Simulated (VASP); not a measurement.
# RbB2Ru (P4/mmm) in VASP: single point with PBE

Aim: the single point of RbB2Ru with PBE.

Program: VASP 6.6.1. These are calculated values, not measurements. Logs are shortened: lines on timing, memory, paths and dates and some standing lists are left out, and cuts for length are marked.

### Step 1. The cell of the first run

It takes space group P4/mmm (No. 123, tetragonal). The conventional cell has a = 3.776 Å, b = 3.776 Å, c = 5.082 Å, α = 90.00°, β = 90.00°, γ = 90.00°. Within 3.4 Å of Rb (site symmetry 4/mmm) lie 6 B at 2.54 to 2.67 Å. B (site symmetry 4/mmm) has 2 Ru at 2.54 Å and 4 Rb at 2.67 Å within 3.4 Å. B (site symmetry 4/mmm) has 2 Rb at 2.54 Å and 4 Ru at 2.67 Å within 3.4 Å. Ru (site symmetry 4/mmm) has 6 B at 2.54 to 2.67 Å within 3.4 Å.

### Step 2. Single point, PBE

INCAR reads:

```
  PREC = Accurate
  ENCUT = 520
  EDIFF = 1E-7
  ISMEAR = 0
  SIGMA = 0.1
  LREAL = F
  LASPH = T
  NELM = 60
  ALGO = Normal
  ISIF = 2
  LWAVE = F
  LCHARG = F
  GGA = PE
  NBANDS = 22
```

KPOINTS reads:

```
regular mesh
0
Gamma
  4 4 4
```

POSCAR reads:

```
RbB2Ru
1.0
    3.7755262800      0.0000000000      0.0000000000
    0.0000000000      3.7755262800      0.0000000000
    0.0000000000      0.0000000000      5.0816420900
Rb B Ru
1 2 1
Direct
    0.5000000000      0.5000000000      0.5000000000
    0.0000000000      0.0000000000      0.5000000000
    0.5000000000      0.5000000000      0.0000000000
    0.0000000000      0.0000000000      0.0000000000
```

Potentials or basis: VASP PAW PBE potentials, release 64 (Rb_sv, B, Ru_pv).

Command:

```
> cat potpaw_PBE.64/Rb_sv/POTCAR potpaw_PBE.64/B/POTCAR potpaw_PBE.64/Ru_pv/POTCAR > POTCAR
> mpirun -np 1 vasp_std > vasp.out
```

OUTCAR:

```text
PREC = Accurate
   ENCUT = 520
   EDIFF = 1E-7
   ISMEAR = 0
   LREAL = F
   LASPH = T
   NELM = 60
   ISIF = 2
   GGA = PE

 ion  position               nearest neighbor table
   1  0.500  0.500  0.500-   3 2.54   3 2.54   2 2.67   2 2.67   2 2.67   2 2.67   4 3.69   4 3.69
                             4 3.69   4 3.69   4 3.69   4 3.69   4 3.69   4 3.69
   2  0.000  0.000  0.500-   4 2.54   4 2.54   1 2.67   1 2.67   1 2.67   1 2.67
   3  0.500  0.500  0.000-   1 2.54   1 2.54   4 2.67   4 2.67   4 2.67   4 2.67
   4  0.000  0.000  0.000-   2 2.54   2 2.54   3 2.67   3 2.67   3 2.67   3 2.67   1 3.69   1 3.69
                             1 3.69   1 3.69   1 3.69   1 3.69   1 3.69   1 3.69

  LATTYP: Found a simple tetragonal cell.
 ALAT       =     3.7755262800
 C/A-ratio  =     1.3459427145

  Lattice vectors:

 A1 = (   3.7755262800,   0.0000000000,   0.0000000000)
 A2 = (   0.0000000000,   3.7755262800,   0.0000000000)
 A3 = (   0.0000000000,   0.0000000000,   5.0816420900)

Analysis of symmetry for initial positions (statically):
=====================================================================
 Subroutine PRICEL returns:
 Original cell was already a primitive cell.

 Routine SETGRP: Setting up the symmetry group for a
 simple tetragonal supercell.

 Subroutine GETGRP returns: Found 16 space group operations
 (whereof 16 operations were pure point group operations)
 out of a pool of 16 trial point group operations.

The static configuration has the point symmetry D_4h.

Analysis of symmetry for dynamics (positions and initial velocities):
=====================================================================
 Subroutine PRICEL returns:
 Original cell was already a primitive cell.

 Routine SETGRP: Setting up the symmetry group for a
 simple tetragonal supercell.

 Subroutine GETGRP returns: Found 16 space group operations
 (whereof 16 operations were pure point group operations)
 out of a pool of 16 trial point group operations.

The dynamic configuration has the point symmetry D_4h.

 Subroutine INISYM returns: Found 16 space group operations
 (whereof 16 operations are pure point group operations),
 and found     1 'primitive' translations

----------------------------------------------------------------------------------------

                                     Primitive cell

  volume of cell :      72.4368

  direct lattice vectors                    reciprocal lattice vectors
     3.775526280  0.000000000  0.000000000     0.264863737  0.000000000  0.000000000
     0.000000000  3.775526280  0.000000000     0.000000000  0.264863737  0.000000000
     0.000000000  0.000000000  5.081642090     0.000000000  0.000000000  0.196786783

  length of vectors
     3.775526280  3.775526280  5.081642090     0.264863737  0.264863737  0.196786783

  position of ions in fractional coordinates (direct lattice)
     0.500000000  0.500000000  0.500000000
     0.000000000  0.000000000  0.500000000
     0.500000000  0.500000000  0.000000000
     0.000000000  0.000000000  0.000000000

  ion indices of the primitive-cell ions
   primitive index   ion index
                 1           1
                 2           2
                 3           3
                 4           4

----------------------------------------------------------------------------------------

 KPOINTS: regular mesh

Automatic generation of k-mesh.
 Grid dimensions read from file:
 generate k-points for:    4    4    4

 Generating k-lattice:

  Cartesian coordinates                     Fractional coordinates (reciprocal lattice)
     0.066215934  0.000000000  0.000000000     0.250000000  0.000000000  0.000000000
     0.000000000  0.066215934  0.000000000     0.000000000  0.250000000  0.000000000
     0.000000000  0.000000000  0.049196696     0.000000000  0.000000000  0.250000000

  Length of vectors
     0.066215934  0.066215934  0.049196696

  Shift w.r.t. Gamma in fractional coordinates (k-lattice)
     0.000000000  0.000000000  0.000000000

 Subroutine IBZKPT returns following result:
 ===========================================

 Found     18 irreducible k-points:

 Following reciprocal coordinates:
            Coordinates               Weight
  0.000000  0.000000  0.000000      1.000000
  0.250000  0.000000  0.000000      4.000000
  0.500000  0.000000  0.000000      2.000000
  0.250000  0.250000  0.000000      4.000000
  0.500000  0.250000  0.000000      4.000000
  0.500000  0.500000  0.000000      1.000000
[... 10 lines left out ...]
  0.500000  0.250000  0.500000      4.000000
  0.500000  0.500000  0.500000      1.000000
   k-points           NKPTS =     18   k-points in BZ     NKDIM =     18   number of bands    NBANDS=     22
   number of dos      NEDOS =    301   number of ions     NIONS =      4
   total plane-waves  NPLWV =  31360
   dimension x,y,z NGX =    28 NGY =   28 NGZ =   40
   dimension x,y,z NGXF=    56 NGYF=   56 NGZF=   80
   ions per type =               1   2   1
   NGX,Y,Z   is equivalent  to a cutoff of  12.33, 12.33, 13.09 a.u.
   NGXF,Y,Z  is equivalent  to a cutoff of  24.66, 24.66, 26.17 a.u.
 SYSTEM =  unknown system
   PREC   = accura    normal or accurate (medium, high low for compatibility)
   ISTART =      0    job   : 0-new  1-cont  2-samecut
   ICHARG =      2    charge: 1-file 2-atom 10-const
   ISPIN  =      1    spin polarized calculation?
   LNONCOLLINEAR =      F non collinear calculations
   LSORBIT =      F    spin-orbit coupling
   LASPH  =      T    aspherical Exc in radial PAW
   ENCUT  =  520.0 eV  38.22 Ry    6.18 a.u.   7.02  7.02  9.45*2*pi/ulx,y,z
   NELM   =     60;   NELMIN=  2; NELMDL= -5     # of ELM steps
   EDIFF  = 0.1E-06   stopping-criterion for ELM
   LREAL  =      F    real-space projection
   EDIFFG = 0.1E-05   stopping-criterion for IOM
   NSW    =      0    number of steps for IOM
   IBRION =     -1    ionic relax: 0-MD 1-quasi-New 2-CG
   NFREE  =      0    steps in history (QN), initial steepest desc. (CG)
   ISIF   =      2    stress and relaxation
   ISYM   =      2    0-nonsym 1-usesym 2-fastsym
   POTIM  = 0.5000    time-step for ionic-motion
   TEBEG  =    0.0;   TEEND  =   0.0 temperature during run
   PSTRESS=    0.0 pullay stress
   NELECT =      29.0000    total number of electrons
   NUPDOWN=      -1.0000    fix difference up-down
   EMIN   =  10.00;   EMAX   =-10.00  energy-range for DOS
   EFERMI =   0.00;   METHOD = LEGACY
   ISMEAR =     0;   SIGMA  =   0.10  broadening in eV -4-tet -1-fermi 0-gaus
   EFERMI_NEDOS =   21; number of points for ismear=-14 and -15
   IALGO  =     38    algorithm
   IMIX   =      4    mixing-type and parameters
     AMIX     =   0.40;   BMIX     =  1.00
     AMIX_MAG =   1.60;   BMIX_MAG =  1.00
  volume/ion in A,a.u.               =      18.11       122.21
  Fermi-wavevector in a.u.,A,eV,Ry     =   1.206575  2.280097 19.807691  1.455824
  Thomas-Fermi vector in A             =   2.342239
   LORBIT       =      0    0 simple, 1 ext, 2 COOP (PROOUT), +10 PAW based schemes
   GGA     = PE    functional components
   LHFCALC =     F    Hartree Fock is set to
   AEXX    =    0.0000 exact exchange contribution
   IVDW    =     0    specifies the selected vdW correction
   LEPSILON=     F    determine dielectric tensor
   LRPA    =     F    only Hartree local field effects (RPA)
 non-spin polarized calculation
 Gauss-broadening in eV      SIGMA  =   0.10
  energy-cutoff  :      520.00
  volume of cell :       72.44
 maximum number of plane-waves:      1976
   NGX = 15   NGY = 15   NGZ = 19

 number of electron      29.0000004 magnetization

 Free energy of the ion-electron system (eV)
  ---------------------------------------------------
  ext. energy  EPLUGINS =         0.00000000
  ---------------------------------------------------
  free energy    TOTEN  =       -15.31256670 eV

  energy without entropy =      -15.27901159  energy(sigma->0) =      -15.29578914

 E-fermi :   3.5285     XC(G=0): -10.2132

 val. band max:        3.5268711586   @ k =   0.5000   0.0000   0.5000
 cond. band min:       3.5708537486   @ k =   0.5000   0.2500   0.5000
 fundamental gap:      0.0439825900
 Fermi energy:         3.5284694814

 k-point     1 :       0.0000    0.0000    0.0000
  band No.  band energies     occupation
      1     -38.6982      2.00000
      2     -38.6982      2.00000
      3     -38.5344      2.00000
      4     -23.1378      2.00000
      5      -7.8077      2.00000
      6      -7.1853      2.00000
[... 14 lines left out ...]
     21       7.4358      0.00000
     22       9.5957      0.00000

 k-point     2 :       0.2500    0.0000    0.0000
  band No.  band energies     occupation
      1     -38.7039      2.00000
      2     -38.6977      2.00000
      3     -38.5339      2.00000
      4     -23.1029      2.00000
      5      -7.8749      2.00000
      6      -7.7471      2.00000
[... 14 lines left out ...]
     21       9.2795      0.00000
     22      10.8374      0.00000

 k-point     3 :       0.5000    0.0000    0.0000
  band No.  band energies     occupation
      1     -38.7096      2.00000
      2     -38.6971      2.00000
      3     -38.5335      2.00000
      4     -23.0675      2.00000
      5      -8.4037      2.00000
      6      -7.6847      2.00000
[... 14 lines left out ...]
     21      10.6538      0.00000
     22      11.3329      0.00000

 k-point     4 :       0.2500    0.2500    0.0000
  band No.  band energies     occupation
      1     -38.7034      2.00000
      2     -38.7034      2.00000
      3     -38.5335      2.00000
      4     -23.0691      2.00000
      5      -7.8085      2.00000
      6      -7.6865      2.00000
[... 14 lines left out ...]
     21       9.9536      0.00000
     22      10.7767      0.00000

 k-point     5 :       0.5000    0.2500    0.0000
  band No.  band energies     occupation
      1     -38.7091      2.00000
      2     -38.7028      2.00000
      3     -38.5331      2.00000
      4     -23.0348      2.00000
      5      -8.1952      2.00000
      6      -7.6242      2.00000
[... 14 lines left out ...]
     21       9.9843      0.00000
     22       9.9892      0.00000

 k-point     6 :       0.5000    0.5000    0.0000
  band No.  band energies     occupation
      1     -38.7085      2.00000
      2     -38.7085      2.00000
      3     -38.5327      2.00000
      4     -23.0016      2.00000
      5      -7.9531      2.00000
      6      -7.9531      2.00000
[... 14 lines left out ...]
     21       8.6273      0.00000
     22       9.2959      0.00000

 k-point     7 :       0.0000    0.0000    0.2500
  band No.  band energies     occupation
      1     -38.6982      2.00000
      2     -38.6982      2.00000
      3     -38.5344      2.00000
      4     -23.1361      2.00000
      5      -8.0076      2.00000
      6      -7.1824      2.00000
[... 174 lines left out ...]
      6      -7.8227      2.00000
[... 14 lines left out ...]
     21       9.1080      0.00000
     22      11.0397      0.00000

 k-point    15 :       0.5000    0.0000    0.5000
  band No.  band energies     occupation
      1     -38.7096      2.00000
      2     -38.6971      2.00000
      3     -38.5335      2.00000
      4     -23.0660      2.00000
      5      -8.3333      2.00000
      6      -7.9202      2.00000
[... 14 lines left out ...]
     21       9.9964      0.00000
     22      11.1116      0.00000

 k-point    16 :       0.2500    0.2500    0.5000
  band No.  band energies     occupation
      1     -38.7034      2.00000
      2     -38.7034      2.00000
      3     -38.5335      2.00000
      4     -23.0671      2.00000
      5      -7.9618      2.00000
      6      -7.7526      2.00000
[... 14 lines left out ...]
     21      10.6824      0.00000
     22      11.3169      0.00000

 k-point    17 :       0.5000    0.2500    0.5000
  band No.  band energies     occupation
      1     -38.7090      2.00000
      2     -38.7028      2.00000
      3     -38.5331      2.00000
      4     -23.0332      2.00000
      5      -8.1517      2.00000
      6      -7.8675      2.00000
[... 14 lines left out ...]
     21      10.8453      0.00000
     22      11.2374      0.00000

 k-point    18 :       0.5000    0.5000    0.5000
  band No.  band energies     occupation
      1     -38.7085      2.00000
      2     -38.7085      2.00000
      3     -38.5326      2.00000
      4     -22.9999      2.00000
      5      -7.9450      2.00000
      6      -7.9450      2.00000
[... 14 lines left out ...]
     21      10.7285      0.00000
     22      10.7285      0.00000

------------------------ aborting loop because EDIFF is reached ----------------------------------------

  FORCE on cell =-STRESS in cart. coord.  units (eV):
  Direction    XX          YY          ZZ          XY          YZ          ZX
  --------------------------------------------------------------------------------------
  -------------------------------------------------------------------------------------
  Total       -4.7383221     -4.7383221     -5.1391786      0.0000000      0.0000000      0.0000000
  in kB     -104.8035750   -104.8035750   -113.6698342      0.0000000      0.0000000      0.0000000
  external PRESSURE =    -107.7589947 kB  Pullay stress =       0.0000000 kB

 VOLUME and BASIS-vectors are now :
 -----------------------------------------------------------------------------
  energy-cutoff  :      520.00
  volume of cell :       72.44
      direct lattice vectors                 reciprocal lattice vectors
     3.775526280  0.000000000  0.000000000     0.264863737  0.000000000  0.000000000
     0.000000000  3.775526280  0.000000000     0.000000000  0.264863737  0.000000000
     0.000000000  0.000000000  5.081642090     0.000000000  0.000000000  0.196786783

 POSITION                                       TOTAL-FORCE (eV/Angst)
 -----------------------------------------------------------------------------------
      1.88776      1.88776      2.54082         0.000000      0.000000      0.000000
      0.00000      0.00000      2.54082         0.000000      0.000000      0.000000
      1.88776      1.88776      0.00000         0.000000      0.000000      0.000000
      0.00000      0.00000      0.00000         0.000000      0.000000      0.000000
 -----------------------------------------------------------------------------------
    total drift:                               -0.000000      0.000000      0.000000

  FREE ENERGIE OF THE ION-ELECTRON SYSTEM (eV)
  ---------------------------------------------------
  free  energy   TOTEN  =       -15.3125666970 eV

  energy  without entropy=      -15.2790115881  energy(sigma->0) =      -15.29578914
```

It took 58 s on 1 thread of AMD EPYC 7R13, shared host; peak memory 0.16 GiB.

Results:

| Item | Value |
| --- | --- |
| Free energy | -15.3126 eV |
| Pressure | -10.8 GPa |

Stress tensor (GPa, compression positive):
```
-10.48   0.00   0.00
  0.00 -10.48   0.00
  0.00   0.00 -11.37
```

Caveat: the k points lie up to 0.42 Å⁻¹ apart.
